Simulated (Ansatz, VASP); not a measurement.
Two plane-wave programs on Li

```xyz
1
Lattice="0.0000 2.2681 2.2681 2.2681 0.0000 2.2681 2.2681 2.2681 0.0000" Properties=species:S:1:pos:R:3 pbc="T T T"
Li    0.0000    0.0000    0.0000
```

Change from the starting cell: strain +0.030 along x and y, +0.030 along z, atoms carried along.

Alike in both runs: task single point; functional r2SCAN; k mesh 18 × 18 × 18; occupations gaussian, width 0.15 eV; no spin polarisation.

```csv
,VASP,Ansatz
version,VASP 6.6.1,Ansatz 0.2.0
potentials or method,"VASP PAW PBE potentials, release 64 (Li_sv), cutoff 830 eV","scalar-relativistic, plane waves, PAW"
valence electrons in the cell,3,3
```

|  | VASP | Ansatz | Ansatz less VASP |
| --- | --- | --- | --- |
| gap on the k mesh at the Fermi level (eV) | none | none | - |
| pressure (GPa) | -1.2 | -1.2 | +0.06 |

VASP's potentials were made for PBE, not for r2SCAN. A gap of «none» marks a metal or a gap that the smearing closes. With one functional, cell and mesh, what is left measures potentials, basis and numerics.
